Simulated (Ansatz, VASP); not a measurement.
**SnO2 in VASP and in Ansatz**

```
CELL_PARAMETERS angstrom
-0.09222 2.44125 2.44125
2.44125 -0.09222 2.44125
2.44125 2.44125 -0.09222
ATOMIC_POSITIONS crystal
Sn 0.00000 0.00000 0.00000
O 0.25233 0.25233 0.25233
O 0.74767 0.74767 0.74767
```

Change from the starting cell: shear_111 strain -5.5%.

Alike in both runs: task single point; functional r2SCAN; k mesh 8 × 8 × 8; no spin polarisation.

```csv
,VASP,Ansatz
version,VASP 6.6.1,Ansatz 0.2.0
potentials or method,"VASP PAW PBE potentials, release 64 (Sn_d, O_h)","plane waves, PAW"
plane-wave cutoff (eV),910,500
occupations,"gaussian, width 0.01 eV",fixed
valence electrons in the cell,26,26
```

VASP gave:

```
gap on the k mesh at the Fermi level (eV) : 1.52
rms of the force components (eV/Å)        : 0.010
```

Task: Which values does Ansatz return?

Result: gap on the k mesh at the Fermi level (eV): 1.49; rms of the force components (eV/Å): 0.000.

VASP's potentials were made for PBE, not for r2SCAN. Atom by atom the forces differ by 0.010 eV/Å (rms over components).

Noted on VASP's run: the cutoff is short for stress, so the pressure is rough.
